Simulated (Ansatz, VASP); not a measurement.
Two plane-wave programs on Ge

```xyz
1
Lattice="2.7513 0.0000 0.0000 0.0000 2.7513 0.0000 0.0000 0.0000 2.7513" Properties=species:S:1:pos:R:3 pbc="T T T"
Ge    0.0000    0.0000    0.0000
```

Alike in both runs: task single point; functional r2SCAN; k mesh 13 × 13 × 13; occupations fermi-dirac, width 0.1 eV; no spin polarisation.

```csv
,VASP,Ansatz
version,VASP 6.6.1,Ansatz 0.2.0
potentials or method,"VASP PAW PBE potentials, release 64 (Ge_d), cutoff 520 eV","plane waves (500 eV) with PAW, scalar-relativistic"
valence electrons in the cell,14,14
```

```csv
,VASP,Ansatz,Ansatz less VASP
pressure (GPa),-5.2,-5.0,+0.14
```

VASP's potentials were made for PBE, not for r2SCAN.
